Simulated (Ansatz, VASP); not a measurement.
## One calculation of KI, two programs

```
CELL_PARAMETERS angstrom
0.00000 3.53626 3.53626
3.53626 0.00000 3.53626
3.53626 3.53626 0.00000
ATOMIC_POSITIONS crystal
K 0.00000 0.00000 0.00000
I 0.50000 0.50000 0.50000
```

Change from the starting cell: volume scaled by 1.01.

Alike in both runs: task single point; functional PBEsol; k mesh 8 × 8 × 8; occupations fermi-dirac, width 0.01 eV; no spin polarisation.

|  | VASP | Ansatz |
| --- | --- | --- |
| version | VASP 6.6.1 | Ansatz 0.2.0 |
| potentials or method | VASP PAW PBE potentials, release 64 (K_sv, I), cutoff 520 eV | all-electron LAPW, scalar-relativistic |

```csv
,VASP,Ansatz,Ansatz less VASP
gap on the k mesh at the Fermi level (eV),3.81,3.81,+0.005
pressure (GPa),-0.3,-0.3,-0.04
```

VASP's potentials were made for PBE, not for PBEsol. Ansatz ran all-electron here, and VASP with PAW potentials.

Neither program's run includes spin-orbit coupling.
